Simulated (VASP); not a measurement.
# La (P6_3/mmc) in VASP: settings compared, part 2 of 3

VASP 6.6.1.

**3. Single point, PBEsol**

INCAR reads:

```
SYSTEM = La
  PREC = Accurate
  ENCUT = 520
  EDIFF = 1E-6
  ISMEAR = -1
  SIGMA = 0.05
  LREAL = .False.
  LASPH = .True.
  NELM = 60
  ALGO = Normal
  ISIF = 2
  LWAVE = .False.
  LCHARG = .False.
  GGA = PS
  NBANDS = 30
```

KPOINTS reads:

```
Automatic mesh
0
Gamma
  5 5 2
  0 0 0
```

POSCAR reads:

```
La
1.0
    3.7700000000      0.0000000000      0.0000000000
   -1.8850000000      3.2649157723      0.0000000000
    0.0000000000      0.0000000000     12.1590000000
La
4
Direct
    0.6666666667      0.3333333333      0.2500000000
    0.3333333333      0.6666666667      0.7500000000
    0.0000000000      0.0000000000      0.5000000000
    0.0000000000      0.0000000000      0.0000000000
```

Potentials or basis: VASP PAW PBE potentials, release 64 (La).

Launch:

```console
cat potpaw_PBE.64/La/POTCAR > POTCAR
mpirun -np 1 vasp_std > vasp.out
```

OUTCAR:

```text
SYSTEM = La
   PREC = Accurate
   ENCUT = 520
   EDIFF = 1E-6
   ISMEAR = -1
   LREAL = .False.
   LASPH = .True.
   NELM = 60
   ISIF = 2
   GGA = PS

 ion  position               nearest neighbor table
   1  0.667  0.333  0.250-
   2  0.333  0.667  0.750-
   3  0.000  0.000  0.500-
   4  0.000  0.000  0.000-

  LATTYP: Found a hexagonal cell.
 ALAT       =     3.7700000000
 C/A-ratio  =     3.2251989390

  Lattice vectors:

 A1 = (   3.7700000000,   0.0000000000,   0.0000000000)
 A2 = (  -1.8850000000,   3.2649157723,   0.0000000000)
 A3 = (   0.0000000000,   0.0000000000,  12.1590000000)

Analysis of symmetry for initial positions (statically):
=====================================================================
 Subroutine PRICEL returns:
 Original cell was already a primitive cell.

 Routine SETGRP: Setting up the symmetry group for a
 hexagonal supercell.

 Subroutine GETGRP returns: Found 24 space group operations
 (whereof 12 operations were pure point group operations)
 out of a pool of 24 trial point group operations.

The static configuration has the point symmetry D_3d.
 The point group associated with its full space group is D_6h.

Analysis of symmetry for dynamics (positions and initial velocities):
=====================================================================
 Subroutine PRICEL returns:
 Original cell was already a primitive cell.

 Routine SETGRP: Setting up the symmetry group for a
 hexagonal supercell.

 Subroutine GETGRP returns: Found 24 space group operations
 (whereof 12 operations were pure point group operations)
 out of a pool of 24 trial point group operations.

The dynamic configuration has the point symmetry D_3d.
 The point group associated with its full space group is D_6h.

 Subroutine INISYM returns: Found 24 space group operations
 (whereof 12 operations are pure point group operations),
 and found     1 'primitive' translations

----------------------------------------------------------------------------------------

                                     Primitive cell

  volume of cell :     149.6619

  direct lattice vectors                    reciprocal lattice vectors
     3.770000000  0.000000000  0.000000000     0.265251989  0.153143307  0.000000000
    -1.885000000  3.264915772  0.000000000     0.000000000  0.306286615  0.000000000
     0.000000000  0.000000000 12.159000000     0.000000000  0.000000000  0.082243606

  length of vectors
     3.770000000  3.770000000 12.159000000     0.306286615  0.306286615  0.082243606

  position of ions in fractional coordinates (direct lattice)
     0.666666667  0.333333333  0.250000000
     0.333333333  0.666666667  0.750000000
     0.000000000  0.000000000  0.500000000
     0.000000000  0.000000000  0.000000000

  ion indices of the primitive-cell ions
   primitive index   ion index
                 1           1
                 2           2
                 3           3
                 4           4

----------------------------------------------------------------------------------------

 KPOINTS: Automatic mesh

Automatic generation of k-mesh.
 Grid dimensions read from file:
 generate k-points for:    5    5    2

 Generating k-lattice:

  Cartesian coordinates                     Fractional coordinates (reciprocal lattice)
     0.053050398  0.030628661  0.000000000     0.200000000  0.000000000  0.000000000
     0.000000000  0.061257323  0.000000000     0.000000000  0.200000000  0.000000000
     0.000000000  0.000000000  0.041121803     0.000000000  0.000000000  0.500000000

  Length of vectors
     0.061257323  0.061257323  0.041121803

  Shift w.r.t. Gamma in fractional coordinates (k-lattice)
     0.000000000  0.000000000  0.000000000

 Subroutine IBZKPT returns following result:
 ===========================================

 Found     10 irreducible k-points:

 Following reciprocal coordinates:
            Coordinates               Weight
  0.000000  0.000000  0.000000      1.000000
  0.200000 -0.000000  0.000000      6.000000
  0.400000  0.000000  0.000000      6.000000
  0.200000  0.200000  0.000000      6.000000
  0.400000  0.200000  0.000000      6.000000
  0.000000  0.000000  0.500000      1.000000
  0.200000 -0.000000  0.500000      6.000000
  0.400000  0.000000  0.500000      6.000000
  0.200000  0.200000  0.500000      6.000000
  0.400000  0.200000  0.500000      6.000000
   k-points           NKPTS =     10   k-points in BZ     NKDIM =     10   number of bands    NBANDS=     30
   number of dos      NEDOS =    301   number of ions     NIONS =      4
   total plane-waves  NPLWV =  70560
   dimension x,y,z NGX =    28 NGY =   28 NGZ =   90
   dimension x,y,z NGXF=    56 NGYF=   56 NGZF=  180
   ions per type =               4
   NGX,Y,Z   is equivalent  to a cutoff of  12.35, 12.35, 12.31 a.u.
   NGXF,Y,Z  is equivalent  to a cutoff of  24.69, 24.69, 24.61 a.u.
 SYSTEM =  La
   PREC   = accura    normal or accurate (medium, high low for compatibility)
   ISTART =      0    job   : 0-new  1-cont  2-samecut
   ICHARG =      2    charge: 1-file 2-atom 10-const
   ISPIN  =      1    spin polarized calculation?
   LNONCOLLINEAR =      F non collinear calculations
   LSORBIT =      F    spin-orbit coupling
   LASPH  =      T    aspherical Exc in radial PAW
   ENCUT  =  520.0 eV  38.22 Ry    6.18 a.u.   7.01  7.01 22.61*2*pi/ulx,y,z
   NELM   =     60;   NELMIN=  2; NELMDL= -5     # of ELM steps
   EDIFF  = 0.1E-05   stopping-criterion for ELM
   LREAL  =      F    real-space projection
   EDIFFG = 0.1E-04   stopping-criterion for IOM
   NSW    =      0    number of steps for IOM
   IBRION =     -1    ionic relax: 0-MD 1-quasi-New 2-CG
   NFREE  =      0    steps in history (QN), initial steepest desc. (CG)
   ISIF   =      2    stress and relaxation
   ISYM   =      2    0-nonsym 1-usesym 2-fastsym
   POTIM  = 0.5000    time-step for ionic-motion
   TEBEG  =    0.0;   TEEND  =   0.0 temperature during run
   PSTRESS=    0.0 pullay stress
   NELECT =      44.0000    total number of electrons
   NUPDOWN=      -1.0000    fix difference up-down
   EMIN   =  10.00;   EMAX   =-10.00  energy-range for DOS
   EFERMI =   0.00;   METHOD = LEGACY
   ISMEAR =    -1;   SIGMA  =   0.05  broadening in eV -4-tet -1-fermi 0-gaus
   EFERMI_NEDOS =   21; number of points for ismear=-14 and -15
   IALGO  =     38    algorithm
   IMIX   =      4    mixing-type and parameters
     AMIX     =   0.40;   BMIX     =  1.00
     AMIX_MAG =   1.60;   BMIX_MAG =  1.00
  volume/ion in A,a.u.               =      37.42       252.49
  Fermi-wavevector in a.u.,A,eV,Ry     =   1.088567  2.057094 16.122618  1.184979
  Thomas-Fermi vector in A             =   2.224752
   LORBIT       =      0    0 simple, 1 ext, 2 COOP (PROOUT), +10 PAW based schemes
   GGA     = PS    functional components
   LHFCALC =     F    Hartree Fock is set to
   AEXX    =    0.0000 exact exchange contribution
   IVDW    =     0    specifies the selected vdW correction
   LEPSILON=     F    determine dielectric tensor
   LRPA    =     F    only Hartree local field effects (RPA)
 non-spin polarized calculation
  energy-cutoff  :      520.00
  volume of cell :      149.66
 maximum number of plane-waves:      4053
 NGX is ok and might be reduce to    28
   NGX = 13   NGY = 13   NGZ = 45

 number of electron      44.0000000 magnetization

 Free energy of the ion-electron system (eV)
  ---------------------------------------------------
  ext. energy  EPLUGINS =         0.00000000
  ---------------------------------------------------
  free energy    TOTEN  =       -21.19511972 eV

  energy without entropy =      -21.11773719  energy(sigma->0) =      -21.15642846

 E-fermi :   7.6396     XC(G=0):  -9.6531

 val. band max:        7.6075449372   @ k =   0.2000   0.2000   0.5000
 cond. band min:       7.6399410960   @ k =   0.2000  -0.0000   0.5000
 fundamental gap:      0.0323961588
 Fermi energy:         7.6396157438

 k-point     1 :       0.0000    0.0000    0.0000
  band No.  band energies     occupation
      1     -25.1958      2.00000
      2     -25.1159      2.00000
      3     -25.0740      2.00000
      4     -24.9908      2.00000
      5      -9.5361      2.00000
      6      -8.8927      2.00000
[... 319 lines left out ...]
     29       9.3182      0.00000
     30       9.3296      0.00000

------------------------ aborting loop because EDIFF is reached ----------------------------------------

  FORCE on cell =-STRESS in cart. coord.  units (eV):
  Direction    XX          YY          ZZ          XY          YZ          ZX
  --------------------------------------------------------------------------------------
  -------------------------------------------------------------------------------------
  Total       -1.3490962     -1.3490962     -2.8192835      0.0000000      0.0000000      0.0000000
  in kB      -14.4424979    -14.4424979    -30.1813143      0.0000000      0.0000000      0.0000000
  external PRESSURE =     -19.6887701 kB  Pullay stress =       0.0000000 kB

 VOLUME and BASIS-vectors are now :
 -----------------------------------------------------------------------------
  energy-cutoff  :      520.00
  volume of cell :      149.66
      direct lattice vectors                 reciprocal lattice vectors
     3.770000000  0.000000000  0.000000000     0.265251989  0.153143307  0.000000000
    -1.885000000  3.264915772  0.000000000     0.000000000  0.306286615  0.000000000
     0.000000000  0.000000000 12.159000000     0.000000000  0.000000000  0.082243606

 POSITION                                       TOTAL-FORCE (eV/Angst)
 -----------------------------------------------------------------------------------
      1.88500      1.08831      3.03975         0.000000      0.000000     -0.000000
     -0.00000      2.17661      9.11925        -0.000000      0.000000      0.000000
      0.00000      0.00000      6.07950         0.000000      0.000000      0.000000
      0.00000      0.00000      0.00000        -0.000000      0.000000      0.000000
 -----------------------------------------------------------------------------------
    total drift:                               -0.000000      0.000000      0.000000

  FREE ENERGIE OF THE ION-ELECTRON SYSTEM (eV)
  ---------------------------------------------------
  free  energy   TOTEN  =       -21.1951197239 eV

  energy  without entropy=      -21.1177371922  energy(sigma->0) =      -21.15642846
```

OSZICAR:

```text
N       E                     dE             d eps       ncg     rms          rms(c)
DAV:   1     0.568018784675E+03    0.56802E+03   -0.14617E+04   600   0.197E+03
DAV:   2     0.110369428917E+03   -0.45765E+03   -0.44789E+03   872   0.397E+02
DAV:   3    -0.488390684893E+01   -0.11525E+03   -0.11291E+03  1000   0.235E+02
DAV:   4    -0.188894042711E+02   -0.14005E+02   -0.13627E+02  1128   0.857E+01
DAV:   5    -0.209289951623E+02   -0.20396E+01   -0.19758E+01  1184   0.326E+01    0.463E+00
DAV:   6    -0.211763906265E+02   -0.24740E+00   -0.32140E+00  1192   0.130E+01    0.216E+00
DAV:   7    -0.211908166341E+02   -0.14426E-01   -0.50665E-01  1192   0.594E+00    0.726E-01
DAV:   8    -0.211933285052E+02   -0.25119E-02   -0.10172E-01  1184   0.250E+00    0.315E-01
DAV:   9    -0.211941646036E+02   -0.83610E-03   -0.19388E-02  1176   0.115E+00    0.184E-01
DAV:  10    -0.211946577913E+02   -0.49319E-03   -0.38459E-03  1184   0.469E-01    0.122E-01
DAV:  11    -0.211948991394E+02   -0.24135E-03   -0.79331E-04  1128   0.231E-01    0.763E-02
DAV:  12    -0.211950931946E+02   -0.19406E-03   -0.97071E-04  1032   0.196E-01    0.167E-02
DAV:  13    -0.211951086896E+02   -0.15495E-04   -0.16357E-04  1000   0.870E-02    0.185E-02
DAV:  14    -0.211951183746E+02   -0.96850E-05   -0.61970E-05  1016   0.605E-02    0.148E-03
DAV:  15    -0.211951194598E+02   -0.10852E-05   -0.52480E-06   840   0.239E-02    0.626E-04
DAV:  16    -0.211951197239E+02   -0.26416E-06   -0.64666E-07   552   0.115E-02
   1 F= -.21195120E+02 E0= -.21156428E+02  d E =-.773825E-01
```

stdout:

```text
POSCAR found type information on POSCAR La
 POSCAR found :  1 types and       4 ions
 scaLAPACK will be used
 -----------------------------------------------------------------------------
|                                                                             |
|                                                                             |
|     You enforced a specific xc type in the INCAR file but a different       |
|     I HOPE YOU KNOW WHAT YOU ARE DOING!                                     |
|                                                                             |
 -----------------------------------------------------------------------------

 LDA part: xc-table for (Slater+PW92), standard interpolation
 POSCAR, INCAR and KPOINTS ok, starting setup
 FFT: planning ... GRIDC
 FFT: planning ... GRID_SOFT
 FFT: planning ... GRID
 WAVECAR not read
 entering main loop
```

Wall time 70 s (1 thread of Intel Xeon Platinum 8559C (Emerald Rapids), shared host); peak memory 0.25 GiB.

What came out:

- Free energy: -21.1951 eV
- Pressure: -2.0 GPa
- Band gap on the k mesh: zero (bands 22 and 23 overlap by 0.86 eV)

Caveat: the k points lie up to 0.38 Å⁻¹ apart, too coarse for converged energies and pressures of a metal; the PAW data sets were made with another functional, which shifts forces and pressure a little; spin-orbit coupling is left out, which moves the levels of the heavy elements.

(Part 2 of 3 ends here.)

The gap in the log of VASP goes by the Fermi energy; the results here count the filled bands.